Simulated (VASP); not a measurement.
# Zr (Fm-3m) in VASP: notebook

The runs below take Zr through single point, with revPBE+D4.

Everything below comes from runs of VASP 6.6.1. Logs are shortened: lines on timing, memory, paths and dates and some standing lists are left out, and cuts for length are marked.

## 1. The cell of the first run

It takes space group Fm-3m (No. 225, cubic). The conventional cell has a = 4.540 Å, b = 4.540 Å, c = 4.540 Å, α = 90.00°, β = 90.00°, γ = 90.00°. Zr (site symmetry m-3m) has 12 Zr at 3.21 Å within 4.2 Å.

This isn't the form of Zr at room conditions, which is hcp.

## 2. Single point, revPBE+D4, non-collinear spin, zero start, spin-orbit coupling

The input, INCAR:

```
SYSTEM = Zr
PREC     = Accurate       ! precision mode
ENCUT    = 520            ! plane-wave cutoff, eV
EDIFF    = 1E-7           ! SCF threshold, eV
ISMEAR   = 1              ! smearing method
SIGMA    = 0.1            ! smearing width, eV
LREAL    = .FALSE.        ! projectors in reciprocal space
LASPH    = .TRUE.         ! aspherical terms in the spheres
NELM     = 150            ! most SCF steps
ALGO     = Normal         ! electronic algorithm
ISIF     = 2              ! what is computed and relaxed
LWAVE    = .FALSE.        ! write WAVECAR
LCHARG   = .TRUE.         ! write CHGCAR
MAGMOM   = 0 0 0          ! initial moments
LORBIT   = 11             ! projections on sites
LSORBIT  = .TRUE.         ! spin-orbit coupling
GGA_COMPAT= .FALSE.      
LORBMOM  = .TRUE.       
LMAXMIX  = 4              ! l up to which the mixer works
GGA      = RE             ! functional
IVDW     = 13             ! dispersion correction
LVHAR    = .TRUE.       
NBANDS   = 23             ! bands
```

The input, KPOINTS:

```
regular mesh
0
G
  10 10 10
  0 0 0
```

The input, POSCAR:

```
Zr
1.0
    0.0000000000      2.2699342101      2.2699342101
    2.2699342101      0.0000000000      2.2699342101
    2.2699342101      2.2699342101      0.0000000000
Zr
1
Direct
    0.0000000000      0.0000000000      0.0000000000
```

Potentials or basis: VASP PAW PBE potentials, release 64 (Zr_sv).

Run with:

```console
> cat potpaw_PBE.64/Zr_sv/POTCAR > POTCAR
> mpirun -np 1 vasp_ncl > vasp.out
```

OUTCAR:

```text
SYSTEM = Zr
   PREC = Accurate
   ENCUT = 520
   EDIFF = 1E-7
   ISMEAR = 1
   LREAL = .FALSE.
   LASPH = .TRUE.
   NELM = 150
   ISIF = 2
   LORBIT = 11
   LSORBIT = .TRUE.
   GGA = RE
   IVDW = 13

 ion  position               nearest neighbor table
   1  0.000  0.000  0.000-

  LATTYP: Found a face centered cubic cell.
 ALAT       =     4.5398684202

  Lattice vectors:

 A1 = (   0.0000000000,   2.2699342101,   2.2699342101)
 A2 = (   2.2699342101,   0.0000000000,   2.2699342101)
 A3 = (   2.2699342101,   2.2699342101,   0.0000000000)

Analysis of symmetry for initial positions (statically):
=====================================================================
 Subroutine PRICEL returns:
 Original cell was already a primitive cell.

 Routine SETGRP: Setting up the symmetry group for a
 face centered cubic supercell.

 Subroutine GETGRP returns: Found 48 space group operations
 (whereof 48 operations were pure point group operations)
 out of a pool of 48 trial point group operations.

The static configuration has the point symmetry O_h .

Analysis of symmetry for dynamics (positions and initial velocities):
=====================================================================
 Subroutine PRICEL returns:
 Original cell was already a primitive cell.

 Routine SETGRP: Setting up the symmetry group for a
 face centered cubic supercell.

 Subroutine GETGRP returns: Found 48 space group operations
 (whereof 48 operations were pure point group operations)
 out of a pool of 48 trial point group operations.

The dynamic configuration has the point symmetry O_h .

Analysis of structural, dynamic, and magnetic symmetry:
=====================================================================
 Subroutine PRICEL returns:
 Original cell was already a primitive cell.

 Routine SETGRP: Setting up the symmetry group for a
 face centered cubic supercell.

 Subroutine GETGRP returns: Found 48 space group operations
 (whereof 48 operations were pure point group operations)
 out of a pool of 48 trial point group operations.

The overall configuration has the point symmetry O_h .

 Subroutine INISYM returns: Found 48 space group operations
 (whereof 48 operations are pure point group operations),
 and found     1 'primitive' translations

----------------------------------------------------------------------------------------

[... 150 lines left out ...]
      1     -39.8485      1.00000
      2     -39.8485      1.00000
      3     -18.5688      1.00000
      4     -18.5688      1.00000
      5     -16.7897      1.00000
      6     -16.7897      1.00000
[... 613 lines left out ...]
     22      20.3586      0.00000
     23      21.5001      0.00000

 [... further k-points ...]

------------------------ aborting loop because EDIFF is reached ----------------------------------------

  DFT-D4 for vdW energy calculation

  Edisp (eV):   -0.27748

  FORCE on cell =-STRESS in cart. coord.  units (eV):
  Direction    XX          YY          ZZ          XY          YZ          ZX
  --------------------------------------------------------------------------------------
  -------------------------------------------------------------------------------------
  Total      -0.12838    -0.12838    -0.12838    -0.00000    -0.00000     0.00000
  in kB      -8.79326    -8.79326    -8.79326    -0.00000    -0.00000     0.00000
  external pressure =       -8.79 kB  Pullay stress =        0.00 kB

 VOLUME and BASIS-vectors are now :
 -----------------------------------------------------------------------------
  energy-cutoff  :      520.00
  volume of cell :       23.39
      direct lattice vectors                 reciprocal lattice vectors
     0.000000000  2.269934210  2.269934210    -0.220270701  0.220270701  0.220270701
     2.269934210  0.000000000  2.269934210     0.220270701 -0.220270701  0.220270701
     2.269934210  2.269934210  0.000000000     0.220270701  0.220270701 -0.220270701

 POSITION                                       TOTAL-FORCE (eV/Angst)
 -----------------------------------------------------------------------------------
      0.00000      0.00000      0.00000         0.000000      0.000000      0.000000
 -----------------------------------------------------------------------------------
    total drift:                                0.000000     -0.000000     -0.000000

  FREE ENERGIE OF THE ION-ELECTRON SYSTEM (eV)
  ---------------------------------------------------
  free  energy   TOTEN  =        -8.4890613763 eV

  energy  without entropy=       -8.4882727459  energy(sigma->0) =       -8.48879850

 orbital moment (x)

 # of ion     p       d       tot
 ----------------------------------------
  1         0.000  -0.000  -0.000
 ----------------------------------------
            0.000  -0.000  -0.000

 orbital moment (y)

 # of ion     p       d       tot
 ----------------------------------------
  1         0.000   0.000   0.000
 ----------------------------------------
            0.000   0.000   0.000

 orbital moment (z)

 # of ion     p       d       tot
 ----------------------------------------
  1         0.000   0.000   0.000
 ----------------------------------------
            0.000   0.000   0.000

 Spin-Orbit-Coupling matrix elements

 Ion:    1  E_soc:     -0.1430748
 l=   1
     0.0000000    -0.0231292    -0.0231292
    -0.0231292     0.0000000    -0.0231292
    -0.0231292    -0.0231292     0.0000000
 l=   2
     0.0000000    -0.0001587     0.0000000    -0.0001587    -0.0005579
    -0.0001587     0.0000000    -0.0004185    -0.0001587    -0.0001395
     0.0000000    -0.0004185     0.0000000    -0.0004185     0.0000000
    -0.0001587    -0.0001587    -0.0004185     0.0000000    -0.0001395
    -0.0005579    -0.0001395     0.0000000    -0.0001395     0.0000000
 l=   3
     0.0000000     0.0000000     0.0000000     0.0000000     0.0000000     0.0000000     0.0000000
     0.0000000     0.0000000     0.0000000     0.0000000     0.0000000     0.0000000     0.0000000
     0.0000000     0.0000000     0.0000000     0.0000000     0.0000000     0.0000000     0.0000000
     0.0000000     0.0000000     0.0000000     0.0000000     0.0000000     0.0000000     0.0000000
     0.0000000     0.0000000     0.0000000     0.0000000     0.0000000     0.0000000     0.0000000
     0.0000000     0.0000000     0.0000000     0.0000000     0.0000000     0.0000000     0.0000000
     0.0000000     0.0000000     0.0000000     0.0000000     0.0000000     0.0000000     0.0000000

 total charge

# of ion       s       p       d       tot
------------------------------------------
    1        2.226   5.961   1.630   9.817

 magnetization (x)

# of ion       s       p       d       tot
------------------------------------------
    1       -0.000   0.000  -0.000  -0.000

 magnetization (y)

# of ion       s       p       d       tot
------------------------------------------
    1       -0.000   0.000  -0.000  -0.000

 magnetization (z)

# of ion       s       p       d       tot
------------------------------------------
    1        0.000  -0.000  -0.000  -0.000
```

stdout:

```text
POSCAR found type information on POSCAR Zr
 POSCAR found :  1 types and       1 ions
 scaLAPACK will be used
 -----------------------------------------------------------------------------
|                                                                             |
|                                                                             |
|     You enforced a specific xc type in the INCAR file but a different       |
|     I HOPE YOU KNOW WHAT YOU ARE DOING!                                     |
|                                                                             |
 -----------------------------------------------------------------------------

 LDA part: xc-table for (Slater+PW92), standard interpolation
 POSCAR, INCAR and KPOINTS ok, starting setup
 FFT: planning ... GRIDC
 FFT: planning ... GRID_SOFT
 FFT: planning ... GRID
 WAVECAR not read
 entering main loop
```

Run time: 24 s. Hardware: 1 thread of Intel Xeon 6975P-C (Granite Rapids), shared host; peak memory 0.21 GiB.

What came out:

| Quantity | Value |
| --- | --- |
| Free energy | -8.4891 eV |
| Pressure | -0.9 GPa |
| Net moment | 0.00 μB per cell |
| Valence electrons inside the program's atomic spheres | Zr 9.82 |
| Dispersion energy per atom | -0.277 eV |

Moments on the atoms (μB; x, y, z):
```
Zr  0.00 0.00 0.00
```

Caveat: the PAW data sets were made with another functional, which shifts forces and pressure a little.

## 3. Single point, revPBE+D4, non-collinear spin, zero start, spin-orbit coupling

This run uses another cell than the first one, of 23.85 Å³/atom.

The input, INCAR:

```
SYSTEM = Zr
PREC = Accurate ; ENCUT = 520
EDIFF = 1E-7 ; ISMEAR = 1
SIGMA = 0.1 ; LREAL = .FALSE.
LASPH = .TRUE. ; NELM = 150
ALGO = Normal ; ISIF = 2
LWAVE = .FALSE. ; LCHARG = .FALSE.
MAGMOM = 0 0 0 ; LORBIT = 11
LSORBIT = .TRUE. ; GGA_COMPAT = .FALSE.
LORBMOM = .TRUE. ; LMAXMIX = 4
GGA = RE ; IVDW = 13
NBANDS = 23
```

The input, KPOINTS:

```
Automatic mesh
0
G
  10 10 10
  0 0 0
```

The input, POSCAR:

```
Zr
1.0
    0.0000000000      2.2846744556      2.2846744556
    2.2846744556      0.0000000000      2.2846744556
    2.2846744556      2.2846744556      0.0000000000
Zr
1
Direct
    0.0000000000      0.0000000000      0.0000000000
```

Potentials or basis: VASP PAW PBE potentials, release 64 (Zr_sv).

Run with:

```console
> cat potpaw_PBE.64/Zr_sv/POTCAR > POTCAR
> mpirun -np 1 vasp_ncl > vasp.out
```

Run time: 22 s. Hardware: 1 thread of Intel Xeon 6975P-C (Granite Rapids), shared host; peak memory 0.21 GiB.

It converged, with:

```yaml
Free_energy: -8.4844 eV
Pressure: -2.5 GPa
Net_moment: 0.00 μB per cell
Valence_electrons_inside_the_program's_atomic_spheres: Zr 9.79
Dispersion_energy_per_atom: -0.272 eV
```

Moments on the atoms (μB; x, y, z):
```
Zr  0.00 0.00 0.00
```

Caveat: the PAW data sets were made with another functional, which shifts forces and pressure a little.
